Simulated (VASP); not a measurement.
# C (Fd-3m) in VASP: further runs, part 3 of 3

VASP 6.6.1. The steps go on from the part before.

## (4) Single point, pbe exchange, pbesol correlation, collinear spin (5.79 Å³/atom)

This run uses another cell than the first one, of 5.79 Å³/atom.

The input, INCAR:

```
  PREC = Accurate
  ENCUT = 600
  EDIFF = 1E-6
  ISMEAR = -5
  SIGMA = 0.05
  LREAL = False
  LASPH = True
  NELM = 200
  ALGO = Normal
  ISIF = 2
  LWAVE = False
  LCHARG = True
  ISPIN = 2
  MAGMOM = 0.855 0.145
  LORBIT = 11
  NUPDOWN = 1.0
  GGA = LIBXC
  LIBXC1 = GGA_X_PBE
  LIBXC2 = GGA_C_PBE_SOL
  LELF = True
  LVHAR = True
  NBANDS = 15
  GGA_COMPAT = False
```

The input, KPOINTS:

```
regular mesh
0
Gamma
  13 13 13
```

The input, POSCAR:

```
C
1.0
    0.0000000000      1.7951807415      1.7951807415
    1.7951807415      0.0000000000      1.7951807415
    1.7951807415      1.7951807415      0.0000000000
C
2
Direct
    0.7500000000      0.7500000000      0.7500000000
    0.5000000000      0.5000000000      0.5000000000
```

Potentials or basis: VASP PAW PBE potentials, release 64 (C).

Run with:

```sh
$ cat potpaw_PBE.64/C/POTCAR > POTCAR
$ mpirun -np 1 vasp_std > vasp.out
```

OUTCAR:

```text
PREC = Accurate
   ENCUT = 600
   EDIFF = 1E-6
   ISMEAR = -5
   LREAL = False
   LASPH = True
   NELM = 200
   ISIF = 2
   ISPIN = 2
   LORBIT = 11
   NUPDOWN = 1.0
   GGA = LIBXC

 ion  position               nearest neighbor table
   1  0.750  0.750  0.750-   2 1.55   2 1.55   2 1.55   2 1.55
   2  0.500  0.500  0.500-   1 1.55   1 1.55   1 1.55   1 1.55

  LATTYP: Found a face centered cubic cell.
 ALAT       =     3.5903614830

  Lattice vectors:

 A1 = (   0.0000000000,   1.7951807415,   1.7951807415)
 A2 = (   1.7951807415,   0.0000000000,   1.7951807415)
 A3 = (   1.7951807415,   1.7951807415,   0.0000000000)

Analysis of symmetry for initial positions (statically):
=====================================================================
 Subroutine PRICEL returns:
 Original cell was already a primitive cell.

 Routine SETGRP: Setting up the symmetry group for a
 face centered cubic supercell.

 Subroutine GETGRP returns: Found 48 space group operations
 (whereof 24 operations were pure point group operations)
 out of a pool of 48 trial point group operations.

The static configuration has the point symmetry T_d .
 The point group associated with its full space group is O_h .

Analysis of symmetry for dynamics (positions and initial velocities):
=====================================================================
 Subroutine PRICEL returns:
 Original cell was already a primitive cell.

 Routine SETGRP: Setting up the symmetry group for a
 face centered cubic supercell.

 Subroutine GETGRP returns: Found 48 space group operations
 (whereof 24 operations were pure point group operations)
 out of a pool of 48 trial point group operations.

The dynamic configuration has the point symmetry T_d .
 The point group associated with its full space group is O_h .

Analysis of structural, dynamic, and magnetic symmetry:
=====================================================================
 Subroutine PRICEL returns:
 Original cell was already a primitive cell.

[... 176 lines left out ...]
      9      27.9400      0.00000
     10      35.3757      0.00000
     11      35.3757      0.00000
     12      36.4245      0.00000
     13      36.4245      0.00000
     14      36.4245      0.00000
[... 403 lines left out ...]
      4       4.8938      1.00000
      5      15.8231      0.19720
      6      19.1713      0.00000
      7      19.3224      0.00000
      8      22.4687      0.00000
      9      29.1440      0.00000
     10      31.6512      0.00000
     11      35.7471      0.00000
     12      36.2393      0.00000
     13      43.4641      0.00000
     14      48.9199      0.00000
     15      51.7193      0.00000

 [... further k-points ...]

 spin component 2

 k-point     1 :       0.0000    0.0000    0.0000
  band No.  band energies     occupation
      1     -11.5172      1.00000
      2       9.5145      0.00000
      3       9.5145      0.00000
      4       9.5145      0.00000
      5      15.1789      0.00000
      6      15.1790      0.00000
      7      15.1790      0.00000
      8      22.5125      0.00000
      9      28.8877      0.00000
     10      36.0693      0.00000
     11      36.0693      0.00000
     12      37.1749      0.00000
     13      37.1749      0.00000
     14      37.1749      0.00000
[... 403 lines left out ...]
      4       5.7467      1.01043
      5      16.7084      0.00000
      6      20.0661      0.00000
      7      20.2621      0.00000
      8      23.4071      0.00000
      9      30.0653      0.00000
     10      32.5488      0.00000
     11      36.4964      0.00000
     12      37.0525      0.00000
     13      44.2129      0.00000
     14      49.6955      0.00000
     15      52.5376      0.00000

 [... further k-points ...]
[... 5 lines left out ...]
  --------------------------------------------------------------------------------------
  -------------------------------------------------------------------------------------
  Total        2.2666655      2.2666655      2.2666655      0.0000000      0.0000000      0.0000000
  in kB      313.8654265    313.8654265    313.8654265      0.0000000      0.0000000      0.0000000
  external PRESSURE =     313.8654265 kB  Pullay stress =       0.0000000 kB

 VOLUME and BASIS-vectors are now :
 -----------------------------------------------------------------------------
  energy-cutoff  :      600.00
  volume of cell :       11.57
      direct lattice vectors                 reciprocal lattice vectors
     0.000000000  1.795180742  1.795180742    -0.278523487  0.278523487  0.278523487
     1.795180742  0.000000000  1.795180742     0.278523487 -0.278523487  0.278523487
     1.795180742  1.795180742  0.000000000     0.278523487  0.278523487 -0.278523487

 POSITION                                       TOTAL-FORCE (eV/Angst)
 -----------------------------------------------------------------------------------
      2.69277      2.69277      2.69277         0.000000      0.000000      0.000000
      1.79518      1.79518      1.79518        -0.000000     -0.000000     -0.000000
 -----------------------------------------------------------------------------------
    total drift:                                0.000000      0.000000      0.000000

  FREE ENERGIE OF THE ION-ELECTRON SYSTEM (eV)
  ---------------------------------------------------
  free  energy   TOTEN  =       -14.1579943962 eV

  energy  without entropy=      -14.1579943962  energy(sigma->0) =      -14.15799440

 total charge

# of ion       s       p       d       tot
------------------------------------------
    1        0.857   1.650   0.000   2.507
    2        0.857   1.650   0.000   2.507
--------------------------------------------------
tot          1.713   3.301   0.000   5.014

 magnetization (x)

# of ion       s       p       d       tot
------------------------------------------
    1        0.044   0.260   0.000   0.304
    2        0.044   0.260   0.000   0.304
--------------------------------------------------
tot          0.087   0.520   0.000   0.607
```

OSZICAR:

```text
N       E                     dE             d eps       ncg     rms          rms(c)
DAV:   1     0.960660090723E+01    0.96066E+01   -0.44990E+03  5111   0.534E+02
DAV:   2    -0.141575955719E+02   -0.23764E+02   -0.22765E+02  6504   0.123E+02
DAV:   3    -0.145480844457E+02   -0.39049E+00   -0.38968E+00  5943   0.120E+01
DAV:   4    -0.145484500032E+02   -0.36556E-03   -0.36552E-03  6391   0.459E-01
DAV:   5    -0.145484503910E+02   -0.38773E-06   -0.38732E-06  6006   0.129E-02    0.487E+00
DAV:   6    -0.142599302432E+02    0.28852E+00   -0.25323E-01  5761   0.254E+00    0.280E+00
DAV:   7    -0.141518742165E+02    0.10806E+00   -0.18044E-01  6006   0.256E+00    0.103E+00
DAV:   8    -0.141577849690E+02   -0.59108E-02   -0.93290E-03  5908   0.648E-01    0.514E-01
DAV:   9    -0.141578809096E+02   -0.95941E-04   -0.41174E-04  5992   0.141E-01    0.148E-01
DAV:  10    -0.141579783474E+02   -0.97438E-04   -0.19184E-04  5656   0.874E-02    0.425E-02
DAV:  11    -0.141579950204E+02   -0.16673E-04   -0.20983E-05  5999   0.279E-02    0.185E-02
DAV:  12    -0.141579943962E+02    0.62416E-06   -0.44510E-07  5295   0.459E-03
   1 F= -.14157994E+02 E0= -.14157994E+02  d E =0.000000E+00  mag=     1.0000
```

stdout:

```text
POSCAR found type information on POSCAR C
 POSCAR found :  1 types and       2 ions
 scaLAPACK will be used
 -----------------------------------------------------------------------------
[... 23 lines left out ...]
|     Tetrahedron method does not include variations of the Fermi             |
|     occupations, so forces and stress will be inaccurate. We suggest        |
|     using a different smearing scheme ISMEAR = 1 or 2 for metals in         |
|     relaxations.                                                            |
|                                                                             |
 -----------------------------------------------------------------------------
```

Wall time 21 s (1 thread of Intel Xeon 6975P-C (Granite Rapids), shared host); peak memory 0.14 GiB.

Results:

```
Free energy                                           : -14.1580 eV
Pressure                                              : 31.4 GPa
Net moment                                            : 1.00 μB per cell
Site moments                                          : C +0.30 μB
Valence electrons inside the program's atomic spheres : C 2.51
```

Caveat: the cell stands under pressure; the PAW data sets were made with another functional, which shifts forces and pressure a little; the total moment is fixed, so each spin has its own Fermi level.

## (5) Single point, pbe exchange, pbesol correlation, collinear spin (5.90 Å³/atom)

This run uses another cell than the first one, of 5.90 Å³/atom.

The input, INCAR:

```
  PREC = Accurate
  ENCUT = 600
  EDIFF = 1E-6
  ISMEAR = -5
  SIGMA = 0.05
  LREAL = F
  LASPH = T
  NELM = 200
  ALGO = Normal
  ISIF = 2
  LWAVE = F
  LCHARG = F
  ISPIN = 2
  MAGMOM = 0.855 0.145
  LORBIT = 11
  NUPDOWN = 1.0
  GGA = LIBXC
  LIBXC1 = GGA_X_PBE
  LIBXC2 = GGA_C_PBE_SOL
  NBANDS = 15
  GGA_COMPAT = F
```

The input, KPOINTS:

```
Automatic mesh
0
Gamma
  13 13 13
```

The input, POSCAR:

```
C
1.0
    0.0000000000      1.8068380860      1.8068380860
    1.8068380860      0.0000000000      1.8068380860
    1.8068380860      1.8068380860      0.0000000000
C
2
Direct
    0.7500000000      0.7500000000      0.7500000000
    0.5000000000      0.5000000000      0.5000000000
```

Run with:

```sh
$ cat potpaw_PBE.64/C/POTCAR > POTCAR
$ mpirun -np 1 vasp_std > vasp.out
```

It took 20 s on 1 thread of Intel Xeon 6975P-C (Granite Rapids), shared host; peak memory 0.14 GiB.

The run converged. Its results:

- Free energy: -14.1971 eV
- Pressure: 22.9 GPa
- Net moment: 1.00 μB per cell
- Site moments: C +0.30 μB
- Valence electrons inside the program's atomic spheres: C 2.49

Caveat: the cell stands under pressure; the PAW data sets were made with another functional, which shifts forces and pressure a little; the total moment is fixed, so each spin has its own Fermi level.

## (6) Single point, pbe exchange, pbesol correlation, collinear spin (6.01 Å³/atom)

This run uses another cell than the first one, of 6.01 Å³/atom.

The input, INCAR:

```
ALGO     = Normal         # electronic algorithm
EDIFF    = 1E-6           # SCF threshold, eV
ENCUT    = 600            # plane-wave cutoff, eV
GGA      = LIBXC          # functional
GGA_COMPAT= F            
ISIF     = 2              # what is computed and relaxed
ISMEAR   = -5             # smearing method
ISPIN    = 2              # spin polarisation
LASPH    = T              # aspherical terms in the spheres
LCHARG   = F              # write CHGCAR
LIBXC1   = GGA_X_PBE    
LIBXC2   = GGA_C_PBE_SOL
LORBIT   = 11             # projections on sites
LREAL    = F              # projectors in reciprocal space
LWAVE    = F              # write WAVECAR
MAGMOM   = 0.855 0.145    # initial moments
NBANDS   = 15             # bands
NELM     = 200            # most SCF steps
NUPDOWN  = 1.0            # fixed moment
PREC     = Accurate       # precision mode
SIGMA    = 0.05           # smearing width, eV
```

The input, KPOINTS:

```
k-points
0
Gamma
  13 13 13
```

The input, POSCAR:

```
C
1.0
    0.0000000000      1.8183469191      1.8183469191
    1.8183469191      0.0000000000      1.8183469191
    1.8183469191      1.8183469191      0.0000000000
C
2
Direct
    0.7500000000      0.7500000000      0.7500000000
    0.5000000000      0.5000000000      0.5000000000
```

Potentials or basis: VASP PAW PBE potentials, release 64 (C).

Run with:

```sh
$ cat potpaw_PBE.64/C/POTCAR > POTCAR
$ mpirun -np 1 vasp_std > vasp.out
```

It took 20 s on 1 thread of Intel Xeon 6975P-C (Granite Rapids), shared host; peak memory 0.15 GiB.

The run converged. Its results:

- Free energy: -14.2246 eV
- Pressure: 15.1 GPa
- Net moment: 1.00 μB per cell
- Site moments: C +0.30 μB
- Valence electrons inside the program's atomic spheres: C 2.47

Caveat: the cell stands under pressure; the PAW data sets were made with another functional, which shifts forces and pressure a little; the total moment is fixed, so each spin has its own Fermi level.

## (7) Summary

```csv
cell,pressure (GPa),moment (μB)
"a = 2.505 Å, angles 60.0°, 2 atoms",50.9,1.00
"a = 2.522 Å, angles 60.0°, 2 atoms",40.7,1.00
"a = 2.539 Å, angles 60.0°, 2 atoms",31.4,1.00
"a = 2.555 Å, angles 60.0°, 2 atoms",22.9,1.00
"a = 2.572 Å, angles 60.0°, 2 atoms",15.1,1.00
```

Alike in all rows: task single point; level pbe exchange, pbesol correlation; potentials or basis VASP PAW PBE potentials, release 64 (C); spin collinear; fixed moment (μB) 1.0; k mesh 13 × 13 × 13; cutoff (eV) 600; smearing tetrahedron.

Caveats: the cell stands under pressure; the PAW data sets were made with another functional, which shifts forces and pressure a little; the total moment is fixed, so each spin has its own Fermi level.

Absolute energies hang on the potentials; compare differences alone.
